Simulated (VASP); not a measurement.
# Ag in VASP: single point with LDA

Aim: the single point of Ag with LDA.

Everything below comes from runs of VASP 6.6.1. Logs are shortened: lines on timing, memory, paths and dates and some standing lists are left out, and cuts for length are marked.

**1. The cell of the first run**

The cell holds a atom, 1 atom: a = 14.000 Å, b = 14.400 Å, c = 14.800 Å, α = 90.00°, β = 90.00°, γ = 90.00°.

**2. Single point, LDA, collinear spin, ferromagnetic start**

File INCAR:

```
  PREC = Accurate
  ENCUT = 520
  EDIFF = 1E-7
  ISMEAR = -1
  SIGMA = 0.01
  LREAL = False
  LASPH = True
  NELM = 150
  ALGO = Normal
  ISIF = 2
  LWAVE = False
  LCHARG = False
  ISPIN = 2
  MAGMOM = 1
  LORBIT = 11
  LMAXMIX = 4
  GGA = CA
  ISYM = 0
  NBANDS = 16
```

File KPOINTS:

```
regular mesh
0
Gamma
  1 1 1
```

File POSCAR:

```
Ag
1.0
   14.0000000000      0.0000000000      0.0000000000
    0.0000000000     14.4000000000      0.0000000000
    0.0000000000      0.0000000000     14.8000000000
Ag
1
Direct
    0.5000000000      0.5000000000      0.5000000000
```

Potentials or basis: VASP PAW LDA potentials, release 64 (Ag).

Run with:

```sh
> cat potpaw_LDA.64/Ag/POTCAR > POTCAR
> mpirun -np 1 vasp_gam > vasp.out
```

OUTCAR:

```text
PREC = Accurate
   ENCUT = 520
   EDIFF = 1E-7
   ISMEAR = -1
   LREAL = False
   LASPH = True
   NELM = 150
   ISIF = 2
   ISPIN = 2
   LORBIT = 11
   GGA = CA
   ISYM = 0

 ion  position               nearest neighbor table
   1  0.500  0.500  0.500-

IMPORTANT INFORMATION: All symmetrisations will be switched off!
NOSYMM: (Re-)initialisation of all symmetry stuff for point group C_1.

----------------------------------------------------------------------------------------

                                     Primitive cell

  volume of cell :    2983.6800

  direct lattice vectors                    reciprocal lattice vectors
    14.000000000  0.000000000  0.000000000     0.071428571  0.000000000  0.000000000
     0.000000000 14.400000000  0.000000000     0.000000000  0.069444444  0.000000000
     0.000000000  0.000000000 14.800000000     0.000000000  0.000000000  0.067567568

  length of vectors
    14.000000000 14.400000000 14.800000000     0.071428571  0.069444444  0.067567568

  position of ions in fractional coordinates (direct lattice)
     0.500000000  0.500000000  0.500000000

  ion indices of the primitive-cell ions
   primitive index   ion index
                 1           1

----------------------------------------------------------------------------------------

 KPOINTS: regular mesh

Automatic generation of k-mesh.
 Grid dimensions read from file:
 generate k-points for:    1    1    1

 Generating k-lattice:

  Cartesian coordinates                     Fractional coordinates (reciprocal lattice)
     0.071428571  0.000000000  0.000000000     1.000000000  0.000000000  0.000000000
     0.000000000  0.069444444  0.000000000     0.000000000  1.000000000  0.000000000
     0.000000000  0.000000000  0.067567568     0.000000000  0.000000000  1.000000000

  Length of vectors
     0.071428571  0.069444444  0.067567568

  Shift w.r.t. Gamma in fractional coordinates (k-lattice)
     0.000000000  0.000000000  0.000000000

 Subroutine IBZKPT returns following result:
 ===========================================

 Found      1 irreducible k-points:

 Following reciprocal coordinates:
            Coordinates               Weight
  0.000000  0.000000  0.000000      1.000000
   k-points           NKPTS =      1   k-points in BZ     NKDIM =      1   number of bands    NBANDS=     16
   number of dos      NEDOS =    301   number of ions     NIONS =      1
   total plane-waves  NPLWV = ******
   dimension x,y,z NGX =   108 NGY =  108 NGZ =  112
   dimension x,y,z NGXF=   216 NGYF=  216 NGZF=  224
   ions per type =               1
   NGX,Y,Z   is equivalent  to a cutoff of  12.82, 12.47, 12.58 a.u.
   NGXF,Y,Z  is equivalent  to a cutoff of  25.65, 24.94, 25.16 a.u.
 SYSTEM =  unknown system
   PREC   = accura    normal or accurate (medium, high low for compatibility)
   ISTART =      0    job   : 0-new  1-cont  2-samecut
   ICHARG =      2    charge: 1-file 2-atom 10-const
   ISPIN  =      2    spin polarized calculation?
   LNONCOLLINEAR =      F non collinear calculations
   LSORBIT =      F    spin-orbit coupling
   LASPH  =      T    aspherical Exc in radial PAW
   ENCUT  =  520.0 eV  38.22 Ry    6.18 a.u.  26.03 26.77 27.52*2*pi/ulx,y,z
   NELM   =    150;   NELMIN=  2; NELMDL= -5     # of ELM steps
   EDIFF  = 0.1E-06   stopping-criterion for ELM
   LREAL  =      F    real-space projection
   EDIFFG = 0.1E-05   stopping-criterion for IOM
   NSW    =      0    number of steps for IOM
   IBRION =     -1    ionic relax: 0-MD 1-quasi-New 2-CG
   NFREE  =      0    steps in history (QN), initial steepest desc. (CG)
   ISIF   =      2    stress and relaxation
   ISYM   =      0    0-nonsym 1-usesym 2-fastsym
   POTIM  = 0.5000    time-step for ionic-motion
   TEBEG  =    0.0;   TEEND  =   0.0 temperature during run
   PSTRESS=    0.0 pullay stress
   NELECT =      11.0000    total number of electrons
   NUPDOWN=      -1.0000    fix difference up-down
   EMIN   =  10.00;   EMAX   =-10.00  energy-range for DOS
   EFERMI =   0.00;   METHOD = LEGACY
   ISMEAR =    -1;   SIGMA  =   0.01  broadening in eV -4-tet -1-fermi 0-gaus
   EFERMI_NEDOS =   21; number of points for ismear=-14 and -15
   IALGO  =     38    algorithm
   IMIX   =      4    mixing-type and parameters
     AMIX     =   0.40;   BMIX     =  1.00
     AMIX_MAG =   1.60;   BMIX_MAG =  1.00
  volume/ion in A,a.u.               =    2983.68     20134.87
  Fermi-wavevector in a.u.,A,eV,Ry     =   0.252904  0.477918  0.870232  0.063960
  Thomas-Fermi vector in A             =   1.072337
   LORBIT       =     11    0 simple, 1 ext, 2 COOP (PROOUT), +10 PAW based schemes
   GGA     = CA    functional components
   LHFCALC =     F    Hartree Fock is set to
   AEXX    =    0.0000 exact exchange contribution
   IVDW    =     0    specifies the selected vdW correction
   LEPSILON=     F    determine dielectric tensor
   LRPA    =     F    only Hartree local field effects (RPA)
 spin polarized calculation
  energy-cutoff  :      520.00
  volume of cell :     2983.68
 maximum number of plane-waves:     40220
 NGX is ok and might be reduce to   108
   NGX = 53   NGY = 53   NGZ = 55

 number of electron      11.0000002 magnetization       1.0000000

 Free energy of the ion-electron system (eV)
  ---------------------------------------------------
  ext. energy  EPLUGINS =         0.00000000
  ---------------------------------------------------
  free energy    TOTEN  =        -0.15100870 eV

  energy without entropy =       -0.15100870  energy(sigma->0) =       -0.15100870

 E-fermi :  -4.6294     XC(G=0):  -0.3357

 val. band max:       -4.8732206357   @ k =   0.0000   0.0000   0.0000
 cond. band min:      -4.2639114594   @ k =   0.0000   0.0000   0.0000
 fundamental gap:      0.6093091763
 Fermi energy:        -4.6294480817

 spin component 1

 k-point     1 :       0.0000    0.0000    0.0000
  band No.  band energies     occupation
      1      -7.6470      1.00000
      2      -7.6470      1.00000
      3      -7.6470      1.00000
      4      -7.6470      1.00000
      5      -7.6470      1.00000
      6      -4.8732      1.00000
[... 8 lines left out ...]
     15       0.8078      0.00000
     16       0.8489      0.00000
 Fermi energy:        -4.6294480817

 spin component 2

 k-point     1 :       0.0000    0.0000    0.0000
  band No.  band energies     occupation
      1      -7.4734      1.00000
      2      -7.4734      1.00000
      3      -7.4734      1.00000
      4      -7.4734      1.00000
      5      -7.4734      1.00000
      6      -4.2639      0.00000
[... 8 lines left out ...]
     15       0.8539      0.00000
     16       0.8929      0.00000

------------------------ aborting loop because EDIFF is reached ----------------------------------------

  FORCE on cell =-STRESS in cart. coord.  units (eV):
  Direction    XX          YY          ZZ          XY          YZ          ZX
  --------------------------------------------------------------------------------------
  -------------------------------------------------------------------------------------
  Total       -0.0084801     -0.0093781     -0.0097530      0.0000000     -0.0000000      0.0000000
  in kB       -0.0045536     -0.0050359     -0.0052371      0.0000000     -0.0000000      0.0000000
  external PRESSURE =      -0.0049422 kB  Pullay stress =       0.0000000 kB

 VOLUME and BASIS-vectors are now :
 -----------------------------------------------------------------------------
  energy-cutoff  :      520.00
  volume of cell :     2983.68
      direct lattice vectors                 reciprocal lattice vectors
    14.000000000  0.000000000  0.000000000     0.071428571  0.000000000  0.000000000
     0.000000000 14.400000000  0.000000000     0.000000000  0.069444444  0.000000000
     0.000000000  0.000000000 14.800000000     0.000000000  0.000000000  0.067567568

 POSITION                                       TOTAL-FORCE (eV/Angst)
 -----------------------------------------------------------------------------------
      7.00000      7.20000      7.40000         0.000000     -0.000000      0.000000
 -----------------------------------------------------------------------------------
    total drift:                                0.000000     -0.000000      0.000000

  FREE ENERGIE OF THE ION-ELECTRON SYSTEM (eV)
  ---------------------------------------------------
  free  energy   TOTEN  =        -0.1510087015 eV

  energy  without entropy=       -0.1510087015  energy(sigma->0) =       -0.15100870

 total charge

# of ion       s       p       d       tot
------------------------------------------
    1        0.375   0.000   9.331   9.706

 magnetization (x)

# of ion       s       p       d       tot
------------------------------------------
    1        0.375   0.000  -0.019   0.356
```

Wall time 3.7 min (1 thread of Intel Xeon 6975P-C, shared host); peak memory 1.6 GiB.

What came out:

```yaml
Free_energy: -0.1510 eV
Pressure: 0.0 GPa
Band_gap_on_the_k_mesh: 0.61 eV
Net_moment: 1.00 μB per cell
Site_moments: Ag +0.36 μB
Valence_electrons_inside_the_program's_atomic_spheres: Ag 9.71
```

Levels at points of the mesh, in eV from the valence-band top:
Spin up:
```csv
k point,band 3,band 4,band 5,band 6,band 7,band 8,band 9,band 10
"(0.00, 0.00, 0.00)",-2.77,-2.77,-2.77,0.00,3.93,3.94,3.94,4.83
```
Spin down:
| k point | band 1 | band 2 | band 3 | band 4 | band 5 | band 6 | band 7 | band 8 | band 9 | band 10 |
| --- | --- | --- | --- | --- | --- | --- | --- | --- | --- | --- |
| (0.00, 0.00, 0.00) | -2.60 | -2.60 | -2.60 | -2.60 | -2.60 | 0.61 | 4.38 | 4.38 | 4.39 | 4.86 |
